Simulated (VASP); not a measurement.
A run of VASP 6.6.1:

File INCAR:

```
SYSTEM = Ho3PRu
PREC     = Accurate       ! precision mode
ENCUT    = 500            ! plane-wave cutoff, eV
EDIFF    = 1E-7           ! SCF threshold, eV
ISMEAR   = 0              ! smearing method
SIGMA    = 0.1            ! smearing width, eV
LREAL    = .False.        ! projectors in reciprocal space
LASPH    = .True.         ! aspherical terms in the spheres
NELM     = 200            ! most SCF steps
ALGO     = Normal         ! electronic algorithm
ISIF     = 3              ! what is computed and relaxed
LWAVE    = .False.        ! write WAVECAR
LCHARG   = .False.        ! write CHGCAR
GGA      = PE             ! functional
IBRION   = 2              ! ionic algorithm
NSW      = 100            ! ionic steps
EDIFFG   = -0.01          ! ionic threshold
GGA_COMPAT= .False.      
NELMIN   = 4            
LMAXMIX  = 6              ! l up to which the mixer works
```

The input KPOINTS:

```
Automatic mesh
0
Gamma
  6 6 10
  0 0 0
```

Contents of POSCAR:

```
Ho3PRu
1.0
    6.1746986874      0.0000000000      0.0000000000
   -3.0873493437      5.3474459240      0.0000000000
    0.0000000000      0.0000000000      4.3293742981
Ho P Ru
3 1 1
Direct
    0.5000000000      0.0000000000      0.0000000000
    0.0000000000      0.5000000000      0.0000000000
    0.5000000000      0.5000000000      0.0000000000
    0.0000000000      0.0000000000      0.5000000000
    0.0000000000      0.0000000000      0.0000000000
```

Potentials or basis: VASP PAW PBE potentials, release 64 (Ho_3, P, Ru_pv), 4f in core.

Launch:

```bash
$ cat potpaw_PBE.64/Ho_3/POTCAR potpaw_PBE.64/P/POTCAR potpaw_PBE.64/Ru_pv/POTCAR > POTCAR
$ mpirun -np 1 vasp_std > vasp.out
```

Hardware: 1 thread of Intel(R) Xeon(R) 6975P-C (Granite Rapids), with other jobs on the host.

Task: Estimate the wall time of this run.

Result: Run time: 3.3 min on 1 thread of Intel(R) Xeon(R) 6975P-C (Granite Rapids), on a shared host, peak memory 0.36 GiB. Counts: scf iterations 34, k points 42, ion steps 3.
